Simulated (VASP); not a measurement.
Runs of VASP 6.6.1 on SiO2. The structure is that of space group I-42d (No. 122), or close to it. The cells are those of the table. 

```csv
cell,gap on the mesh (eV),pressure (GPa),largest force (eV/Å)
"a = 4.995 Å, angles 123.7, 123.7, 83.8°, 6 atoms",6.10,5.3,0.30
"a = 5.046 Å, angles 123.7, 123.7, 83.8°, 6 atoms",5.91,(a),0.10
"a = 5.144 Å, angles 123.7, 123.7, 83.8°, 6 atoms",5.50,-8.6,0.76
"a = 5.095 Å, angles 123.7, 123.7, 83.8°, 6 atoms",5.70,-4.6,0.45
"a = 4.944 Å, angles 123.7, 123.7, 83.8°, 6 atoms",(b),11.5,0.74
```

Alike in all rows: task single point; level PBEsol; potentials or basis VASP PAW PBE potentials, release 64 (Si, O); no spin polarisation; k mesh 6 × 6 × 6; cutoff (eV) 520; smearing gaussian 0.01 eV.

Task: Fill in the values left out.

Result: (a) 0.0; (b) 6.30.

Caveats: the PAW data sets were made with another functional, which shifts forces and pressure a little.

A k mesh can miss the band edges.
